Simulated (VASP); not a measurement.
Wanted: the native input for a VASP 6.6.1 run.

| Item | Value |
| --- | --- |
| Task | single point |
| Functional | LDA |
| Potentials or basis | VASP PAW LDA potentials, release 64 (Nb_sv) |
| Cutoff | 500 eV |
| k mesh | 9 × 9 × 9 |
| Occupations | fermi-dirac, width 0.1 eV |
| Spin | no spin polarisation |
| Dipole correction | no |
| Further INCAR settings | ALGO = Normal; EDIFF = 1e-06; NBANDS = 12 |

The structure of Nb lies in POSCAR:

```
Nb
1.0
    2.6552633766      0.0000000000      0.0000000000
    0.0000000000      2.6552633766      0.0000000000
    0.0000000000      0.0000000000      2.6552633766
Nb
1
Direct
    0.0000000000      0.0000000000      0.0000000000
```

One way to write it, as run:

INCAR

```
SYSTEM = Nb
ALGO = Normal
EDIFF = 1E-6
ENCUT = 500
GGA_COMPAT = .False.
ISIF = 2
ISMEAR = -1
LASPH = .True.
LCHARG = .True.
LELF = .True.
LREAL = .False.
LVHAR = .True.
LWAVE = .False.
NBANDS = 12
NELM = 120
PREC = Accurate
SIGMA = 0.1
```

KPOINTS

```
k-points
0
Gamma
  9 9 9
  0 0 0
```

Potentials or basis: VASP PAW LDA potentials, release 64 (Nb_sv).

Command:

```sh
$ cat potpaw_LDA.64/Nb_sv/POTCAR > POTCAR
$ mpirun -np 1 vasp_std > vasp.out
```

Results of the run:

```json
{
 "Pressure": "-0.1 GPa"
}
```

It took 10 s on 1 thread of Intel Xeon 8259CL, with other jobs on the host, peak memory 0.12 GiB.
